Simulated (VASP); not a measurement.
Input of a VASP 6.6.1 run:

File INCAR:

```
PREC = Accurate
ENCUT = 600
EDIFF = 1E-6
ISMEAR = 0
SIGMA = 0.1
LREAL = F
LASPH = T
NELM = 60
ALGO = Fast
ISIF = 3
LWAVE = F
LCHARG = F
IBRION = 2
NSW = 100
EDIFFG = -0.005
```

File KPOINTS:

```
Automatic mesh
0
Gamma
  18 18 6
```

The input POSCAR:

```
Rh
1.0
    2.6574440376      0.0000000000      0.0000000000
   -1.3287220188      2.3014140457      0.0000000000
    0.0000000000      0.0000000000      8.6594758770
Rh
4
Direct
    0.0000000000      0.0000000000      0.0000000000
    0.3333333333      0.6666666667      0.2500000000
    0.0000000000      0.0000000000      0.5000000000
    0.6666666667      0.3333333333      0.7500000000
```

Potentials or basis: VASP PAW LDA potentials, release 64 (Rh_pv).

The run is started by

```bash
$ cat potpaw_LDA.64/Rh_pv/POTCAR > POTCAR
$ mpirun -np 1 vasp_std > vasp.out
```

Estimate the relaxed cell.

a = 2.659 Å, b = 2.659 Å, c = 8.673 Å, α = 90.00°, β = 90.00°, γ = 120.00°.

Estimate the relaxed volume.

13.28 Å³/atom.

The path:
| step | energy change (eV) | largest force (eV/Å) | pressure (GPa) | volume (Å³) |
| --- | --- | --- | --- | --- |
| 1 | 0.0000 | 0.0000 | 0.88 | 52.96 |
| 2 | 0.0025 | 0.0000 | -2.32 | 53.52 |
| 3 | -0.0005 | 0.0000 | -0.03 | 53.12 |
| 4 | -0.0005 | 0.0000 | 0.02 | 53.11 |
| 5 | -0.0005 | 0.0000 | 0.02 | 53.11 |

Caveat: the highest band is partly filled, so the run has too few bands.
